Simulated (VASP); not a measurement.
# ScAl2N3: single point with PBEsol

Crystal: ScAl2N3.

```xyz
12
Lattice="4.9170 -2.8285 0.0000 4.9170 2.8285 0.0000 0.0000 0.0000 4.9505" Properties=species:S:1:pos:R:3 pbc="T T T"
Al    1.6826    0.9313    4.8886
Al    8.1514    0.9313    4.8886
Al    8.1514   -0.9313    2.4134
Al    1.6826   -0.9313    2.4134
Sc    4.9170    1.0045    4.8005
Sc    4.9170   -1.0045    2.3253
N     1.7758    0.8586    1.8280
N     8.0582    0.8586    1.8280
N     8.0582   -0.8586    4.3032
N     1.7758   -0.8586    4.3032
N     4.9170    1.0758    2.0037
N     4.9170   -1.0758    4.4789
```

```json
{"Program": "VASP 6.6.1", "Task": "single point", "Functional": "PBEsol", "Potentials or basis": "VASP PAW PBE potentials, release 64 (Al, Sc_sv, N)", "Cutoff": "520 eV", "k mesh": "6 × 6 × 6", "Occupations": "gaussian, width 0.02 eV", "Spin": "no spin polarisation", "Dipole correction": "no", "Further INCAR settings": "ALGO = Normal; EDIFF = 1e-07; NBANDS = 44"}
```

* Pressure: 0.3 GPa
* Largest force: 0.059 eV/Å
* Band gap on the k mesh: 2.86 eV

Forces on the atoms (eV/Å):
```
Al  -0.004  0.000 -0.006
Al   0.004  0.000 -0.006
Al   0.004  0.000 -0.006
Al  -0.004  0.000 -0.006
Sc   0.000  0.004 -0.006
Sc   0.000 -0.004 -0.006
N    0.043 -0.024 -0.006
N   -0.043 -0.024 -0.006
N   -0.043  0.024 -0.006
N    0.043  0.024 -0.006
N    0.000  0.051  0.029
N    0.000 -0.051  0.029
```

Levels at points of the mesh, in eV from the valence-band top:
| k point | band 28 | band 29 | band 30 | band 31 | band 32 | band 33 | band 34 | band 35 | band 36 | band 37 |
| --- | --- | --- | --- | --- | --- | --- | --- | --- | --- | --- |
| (0.00, 0.00, 0.00) | -0.94 | -0.84 | -0.82 | -0.76 | 0.00 | 2.86 | 3.38 | 4.14 | 4.48 | 4.49 |
| (0.50, 0.00, 0.00) | -0.71 | -0.68 | -0.64 | -0.23 | -0.18 | 3.51 | 3.77 | 3.84 | 4.28 | 4.96 |
| (0.50, 0.50, 0.00) | -1.09 | -0.94 | -0.44 | -0.25 | -0.03 | 3.33 | 3.88 | 4.29 | 4.31 | 4.55 |
| (0.00, 0.00, 0.50) | -0.99 | -0.67 | -0.67 | -0.49 | -0.49 | 4.45 | 4.45 | 4.47 | 4.47 | 5.21 |
| (0.50, 0.00, 0.50) | -1.10 | -0.89 | -0.89 | -0.45 | -0.45 | 4.14 | 4.14 | 4.67 | 4.67 | 4.79 |
| (0.50, 0.50, 0.50) | -1.33 | -0.69 | -0.69 | -0.47 | -0.47 | 3.94 | 3.94 | 4.83 | 4.83 | 5.12 |

Wall time 6.9 min on 1 thread of Oxide Virtual Turin-like Processor, on a shared host, peak memory 0.38 GiB.

Caveat: the PAW data sets were made with another functional, which shifts forces and pressure a little. A k mesh can miss the band edges.
